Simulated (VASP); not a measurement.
# Ru (P6_3/mmc) in VASP: notebook

Runs on Ru. Level: LDA. Tasks: single point.

All numbers are computed with VASP 6.6.1; they aren't measurements. Logs are shortened: lines on timing, memory, paths and dates and some standing lists are left out, and cuts for length are marked.

## Step 1: The cell of the first run

It takes space group P6_3/mmc (No. 194, hexagonal). Conventional cell: a = 2.678 Å, b = 2.678 Å, c = 4.218 Å, α = 90.00°, β = 90.00°, γ = 120.00°. Within 3.4 Å of Ru (site symmetry -6m2) lie 12 Ru at 2.61 to 2.68 Å.

## Step 2: Single point, LDA

INCAR

```
SYSTEM = Ru
ALGO     = Normal         ! electronic algorithm
EDIFF    = 1E-6           ! SCF threshold, eV
ENCUT    = 520            ! plane-wave cutoff, eV
GGA      = CA             ! functional
ISIF     = 2              ! what is computed and relaxed
ISMEAR   = 1              ! smearing method
LASPH    = .True.         ! aspherical terms in the spheres
LCHARG   = .True.         ! write CHGCAR
LELF     = .True.         ! ELF
LREAL    = .False.        ! projectors in reciprocal space
LVHAR    = .True.       
LWAVE    = .False.        ! write WAVECAR
NBANDS   = 21             ! bands
NELM     = 80             ! most SCF steps
PREC     = Accurate       ! precision mode
SIGMA    = 0.6            ! smearing width, eV
```

KPOINTS

```
k-points
0
Gamma
  13 13 8
  0 0 0
```

POSCAR

```
Ru
1.0
    2.6775346364      0.0000000000      0.0000000000
   -1.3387673182      2.3188130146      0.0000000000
    0.0000000000      0.0000000000      4.2181251212
Ru
2
Direct
    0.3333333333      0.6666666667      0.2500000000
    0.6666666667      0.3333333333      0.7500000000
```

Potentials or basis: VASP PAW LDA potentials, release 64 (Ru_pv).

Started as:

```bash
> cat potpaw_LDA.64/Ru_pv/POTCAR > POTCAR
> mpirun -np 1 vasp_std > vasp.out
```

OUTCAR:

```text
SYSTEM = Ru
   EDIFF = 1E-6
   ENCUT = 520
   GGA = CA
   ISIF = 2
   ISMEAR = 1
   LASPH = .True.
   LREAL = .False.
   NELM = 80
   PREC = Accurate

 ion  position               nearest neighbor table
   1  0.333  0.667  0.250-   2 2.61   2 2.61   2 2.61   2 2.61   2 2.61   2 2.61
   2  0.667  0.333  0.750-   1 2.61   1 2.61   1 2.61   1 2.61   1 2.61   1 2.61

  LATTYP: Found a hexagonal cell.
 ALAT       =     2.6775346364
 C/A-ratio  =     1.5753764914

  Lattice vectors:

 A1 = (   2.6775346364,   0.0000000000,   0.0000000000)
 A2 = (  -1.3387673182,   2.3188130146,   0.0000000000)
 A3 = (   0.0000000000,   0.0000000000,   4.2181251212)

Analysis of symmetry for initial positions (statically):
=====================================================================
 Subroutine PRICEL returns:
 Original cell was already a primitive cell.

 Routine SETGRP: Setting up the symmetry group for a
 hexagonal supercell.

 Subroutine GETGRP returns: Found 24 space group operations
 (whereof 12 operations were pure point group operations)
 out of a pool of 24 trial point group operations.

The static configuration has the point symmetry D_3d.
 The point group associated with its full space group is D_6h.

Analysis of symmetry for dynamics (positions and initial velocities):
=====================================================================
 Subroutine PRICEL returns:
 Original cell was already a primitive cell.

 Routine SETGRP: Setting up the symmetry group for a
 hexagonal supercell.

 Subroutine GETGRP returns: Found 24 space group operations
 (whereof 12 operations were pure point group operations)
 out of a pool of 24 trial point group operations.

The dynamic configuration has the point symmetry D_3d.
 The point group associated with its full space group is D_6h.

 Subroutine INISYM returns: Found 24 space group operations
 (whereof 12 operations are pure point group operations),
 and found     1 'primitive' translations

----------------------------------------------------------------------------------------

                                     Primitive cell

  volume of cell :      26.1891

  direct lattice vectors                    reciprocal lattice vectors
     2.677534636  0.000000000  0.000000000     0.373477895  0.215627563  0.000000000
    -1.338767318  2.318813015  0.000000000     0.000000000  0.431255127  0.000000000
     0.000000000  0.000000000  4.218125121     0.000000000  0.000000000  0.237072152

  length of vectors
     2.677534636  2.677534636  4.218125121     0.431255127  0.431255127  0.237072152

  position of ions in fractional coordinates (direct lattice)
     0.333333333  0.666666667  0.250000000
     0.666666667  0.333333333  0.750000000

  ion indices of the primitive-cell ions
   primitive index   ion index
                 1           1
                 2           2

----------------------------------------------------------------------------------------

 KPOINTS: k-points

Automatic generation of k-mesh.
 Grid dimensions read from file:
 generate k-points for:   13   13    8

 Generating k-lattice:

  Cartesian coordinates                     Fractional coordinates (reciprocal lattice)
     0.028729069  0.016586736  0.000000000     0.076923077  0.000000000  0.000000000
     0.000000000  0.033173471  0.000000000     0.000000000  0.076923077  0.000000000
     0.000000000  0.000000000  0.029634019     0.000000000  0.000000000  0.125000000

  Length of vectors
     0.033173471  0.033173471  0.029634019

  Shift w.r.t. Gamma in fractional coordinates (k-lattice)
     0.000000000  0.000000000  0.000000000

 Subroutine IBZKPT returns following result:
 ===========================================

 Found    105 irreducible k-points:

 Following reciprocal coordinates:
            Coordinates               Weight
  0.000000  0.000000  0.000000      1.000000
  0.076923  0.000000  0.000000      6.000000
  0.153846  0.000000  0.000000      6.000000
  0.230769  0.000000  0.000000      6.000000
  0.307692  0.000000  0.000000      6.000000
  0.384615  0.000000  0.000000      6.000000
[... 16 lines left out ...]
  0.076923  0.000000  0.125000     12.000000
  0.153846  0.000000  0.125000     12.000000
 [... further k-points ...]
   k-points           NKPTS =    105   k-points in BZ     NKDIM =    105   number of bands    NBANDS=     21
   number of dos      NEDOS =    301   number of ions     NIONS =      2
   total plane-waves  NPLWV =  12800
   dimension x,y,z NGX =    20 NGY =   20 NGZ =   32
   dimension x,y,z NGXF=    40 NGYF=   40 NGZF=   64
   ions per type =               2
   NGX,Y,Z   is equivalent  to a cutoff of  12.42, 12.42, 12.61 a.u.
   NGXF,Y,Z  is equivalent  to a cutoff of  24.84, 24.84, 25.22 a.u.
 SYSTEM =  Ru
   PREC   = accura    normal or accurate (medium, high low for compatibility)
   ISTART =      0    job   : 0-new  1-cont  2-samecut
   ICHARG =      2    charge: 1-file 2-atom 10-const
   ISPIN  =      1    spin polarized calculation?
   LNONCOLLINEAR =      F non collinear calculations
   LSORBIT =      F    spin-orbit coupling
   LASPH  =      T    aspherical Exc in radial PAW
   ENCUT  =  520.0 eV  38.22 Ry    6.18 a.u.   4.98  4.98  7.84*2*pi/ulx,y,z
   NELM   =     80;   NELMIN=  2; NELMDL= -5     # of ELM steps
   EDIFF  = 0.1E-05   stopping-criterion for ELM
   LREAL  =      F    real-space projection
   EDIFFG = 0.1E-04   stopping-criterion for IOM
   NSW    =      0    number of steps for IOM
   IBRION =     -1    ionic relax: 0-MD 1-quasi-New 2-CG
   NFREE  =      0    steps in history (QN), initial steepest desc. (CG)
   ISIF   =      2    stress and relaxation
   ISYM   =      2    0-nonsym 1-usesym 2-fastsym
   POTIM  = 0.5000    time-step for ionic-motion
   TEBEG  =    0.0;   TEEND  =   0.0 temperature during run
   PSTRESS=    0.0 pullay stress
   NELECT =      28.0000    total number of electrons
   NUPDOWN=      -1.0000    fix difference up-down
   EMIN   =  10.00;   EMAX   =-10.00  energy-range for DOS
   EFERMI =   0.00;   METHOD = LEGACY
   ISMEAR =     1;   SIGMA  =   0.60  broadening in eV -4-tet -1-fermi 0-gaus
   EFERMI_NEDOS =   21; number of points for ismear=-14 and -15
   IALGO  =     38    algorithm
   IMIX   =      4    mixing-type and parameters
     AMIX     =   0.40;   BMIX     =  1.00
     AMIX_MAG =   1.60;   BMIX_MAG =  1.00
  volume/ion in A,a.u.               =      13.09        88.37
  Fermi-wavevector in a.u.,A,eV,Ry     =   1.673995  3.163391 38.127038  2.802258
  Thomas-Fermi vector in A             =   2.758868
   LORBIT       =      0    0 simple, 1 ext, 2 COOP (PROOUT), +10 PAW based schemes
   GGA     = CA    functional components
   LHFCALC =     F    Hartree Fock is set to
   AEXX    =    0.0000 exact exchange contribution
   IVDW    =     0    specifies the selected vdW correction
   LEPSILON=     F    determine dielectric tensor
   LRPA    =     F    only Hartree local field effects (RPA)
 non-spin polarized calculation
 Methfessel and Paxton  Order N= 1 SIGMA  =   0.60
  energy-cutoff  :      520.00
  volume of cell :       26.19
 maximum number of plane-waves:       724
 NGX is ok and might be reduce to    20
   NGX =  9   NGY =  9   NGZ = 15

 number of electron      27.9999992 magnetization

 Free energy of the ion-electron system (eV)
  ---------------------------------------------------
  ext. energy  EPLUGINS =         0.00000000
  ---------------------------------------------------
  free energy    TOTEN  =       -21.38421278 eV

  energy without entropy =      -21.40218789  energy(sigma->0) =      -21.39020448

 E-fermi :  13.3993     XC(G=0): -14.6039

 val. band max:       13.3814052729   @ k =   0.4615   0.0769   0.2500
 cond. band min:      13.4211521518   @ k =   0.0769   0.0000   0.3750
 fundamental gap:      0.0397468788
 Fermi energy:        13.3993030462

 k-point     1 :       0.0000    0.0000    0.0000
  band No.  band energies     occupation
      1     -30.2465      2.00000
      2     -29.1752      2.00000
      3     -29.1752      2.00000
      4     -28.9774      2.00000
      5     -28.9774      2.00000
      6     -28.9257      2.00000
[... 13 lines left out ...]
     20      23.3088     -0.00000
     21      24.1687     -0.00000

 k-point     2 :       0.0769    0.0000    0.0000
  band No.  band energies     occupation
      1     -30.2234      2.00000
      2     -29.2239      2.00000
      3     -29.1917      2.00000
      4     -29.0282      2.00000
      5     -28.9838      2.00000
      6     -28.9366      2.00000
[... 13 lines left out ...]
     20      23.3087     -0.00000
     21      24.1349     -0.00000

 k-point     3 :       0.1538    0.0000    0.0000
  band No.  band energies     occupation
      1     -30.1569      2.00000
      2     -29.3588      2.00000
      3     -29.2362      2.00000
      4     -29.1665      2.00000
      5     -29.0027      2.00000
      6     -28.9696      2.00000
[... 13 lines left out ...]
     20      23.3086     -0.00000
     21      24.0170     -0.00000

 k-point     4 :       0.2308    0.0000    0.0000
  band No.  band energies     occupation
      1     -30.0545      2.00000
      2     -29.5491      2.00000
      3     -29.3551      2.00000
      4     -29.2965      2.00000
      5     -29.0314      2.00000
      6     -29.0243      2.00000
[... 13 lines left out ...]
     20      23.3086     -0.00000
     21      23.8256     -0.00000

 k-point     5 :       0.3077    0.0000    0.0000
  band No.  band energies     occupation
      1     -29.9293      2.00000
      2     -29.7507      2.00000
      3     -29.5478      2.00000
      4     -29.3581      2.00000
      5     -29.0986      2.00000
      6     -29.0636      2.00000
[... 13 lines left out ...]
     20      23.3084     -0.00000
     21      23.6160     -0.00000
[... 382 lines left out ...]
     20      23.3094     -0.00000
     21      23.3096     -0.00000

 k-point    22 :       0.0000    0.0000    0.1250
  band No.  band energies     occupation
      1     -30.1991      2.00000
      2     -29.1677      2.00000
      3     -29.1677      2.00000
      4     -28.9850      2.00000
      5     -28.9850      2.00000
      6     -28.9791      2.00000
[... 13 lines left out ...]
     20      23.3087     -0.00000
     21      24.9370     -0.00000

 k-point    23 :       0.0769    0.0000    0.1250
  band No.  band energies     occupation
      1     -30.1784      2.00000
      2     -29.2152      2.00000
      3     -29.1839      2.00000
      4     -29.0564      2.00000
      5     -28.9918      2.00000
      6     -28.9678      2.00000
[... 13 lines left out ...]
     20      23.3087     -0.00000
     21      24.9235     -0.00000

 k-point    24 :       0.1538    0.0000    0.1250
  band No.  band energies     occupation
      1     -30.1197      2.00000
      2     -29.3462      2.00000
      3     -29.2275      2.00000
      4     -29.2006      2.00000
      5     -29.0117      2.00000
      6     -28.9892      2.00000
[... 13 lines left out ...]
     20      23.3087     -0.00000
     21      24.8826     -0.00000

 [... further k-points ...]
[... 5 lines left out ...]
  --------------------------------------------------------------------------------------
  -------------------------------------------------------------------------------------
  Total        0.0768595      0.0768595      0.1529787      0.0000000      0.0000000     -0.0000000
  in kB        4.7020538      4.7020538      9.3588263      0.0000000      0.0000000     -0.0000000
  external PRESSURE =       6.2543113 kB  Pullay stress =       0.0000000 kB

 VOLUME and BASIS-vectors are now :
 -----------------------------------------------------------------------------
  energy-cutoff  :      520.00
  volume of cell :       26.19
      direct lattice vectors                 reciprocal lattice vectors
     2.677534636  0.000000000  0.000000000     0.373477895  0.215627563  0.000000000
    -1.338767318  2.318813015  0.000000000     0.000000000  0.431255127  0.000000000
     0.000000000  0.000000000  4.218125121     0.000000000  0.000000000  0.237072152

 POSITION                                       TOTAL-FORCE (eV/Angst)
 -----------------------------------------------------------------------------------
     -0.00000      1.54588      1.05453        -0.000000      0.000000      0.000000
      1.33877      0.77294      3.16359         0.000000     -0.000000      0.000000
 -----------------------------------------------------------------------------------
    total drift:                               -0.000000      0.000000     -0.000000

  FREE ENERGIE OF THE ION-ELECTRON SYSTEM (eV)
  ---------------------------------------------------
  free  energy   TOTEN  =       -21.3842127810 eV

  energy  without entropy=      -21.4021878894  energy(sigma->0) =      -21.39020448
```

Wall time 26 s (1 thread of Intel Xeon Platinum 8488C (Sapphire Rapids), shared host); peak memory 0.16 GiB.

What came out:

| Property | Result |
| --- | --- |
| Free energy | -21.3842 eV |
| Pressure | 0.6 GPa |
| Band gap on the k mesh | zero (bands 14 and 15 overlap by 3.29 eV) |

Stress tensor (GPa, compression positive):
```
0.47 0.00 0.00
0.00 0.47 0.00
0.00 0.00 0.94
```

Caveat: so wide a smearing shifts energies and pressures.

## Step 3: Single point, LDA

INCAR

```
PREC = Accurate ; ENCUT = 520
EDIFF = 1E-6 ; ISMEAR = 1
SIGMA = 1.0 ; LREAL = False
LASPH = True ; NELM = 80
ALGO = Normal ; ISIF = 2
LWAVE = False ; LCHARG = True
GGA = CA ; LELF = True
LVHAR = True ; NBANDS = 21
```

KPOINTS

```
regular mesh
0
Gamma
  13 13 8
```

POSCAR is that of step 2.

Potentials or basis: VASP PAW LDA potentials, release 64 (Ru_pv).

Started as:

```bash
> cat potpaw_LDA.64/Ru_pv/POTCAR > POTCAR
> mpirun -np 1 vasp_std > vasp.out
```

Run time: 25 s. Hardware: 1 thread of Intel Xeon Platinum 8488C (Sapphire Rapids), shared host; peak memory 0.15 GiB.

It converged, with:

```yaml
Free_energy: -21.3532 eV
Pressure: -0.1 GPa
Band_gap_on_the_k_mesh: zero (bands 14 and 15 overlap by 3.29 eV)
```

Stress tensor (GPa, compression positive):
```
-0.46  0.00  0.00
 0.00 -0.46  0.00
 0.00  0.00  0.75
```

Levels at points of the mesh, in eV from the Fermi level:
```csv
k point,band 11,band 12,band 13,band 14,band 15,band 16,band 17,band 18
"(0.00, 0.00, 0.00)",-2.56,-2.05,-2.05,-1.54,-1.54,1.23,1.23,1.37
"(0.00, 0.00, 0.50)",-2.97,-2.97,-2.84,-2.84,0.57,0.57,0.57,0.57
```

Caveat: so wide a smearing shifts energies and pressures.

[end of part 1 of 2]

The gap in the log of VASP goes by the Fermi energy; the results here count the filled bands.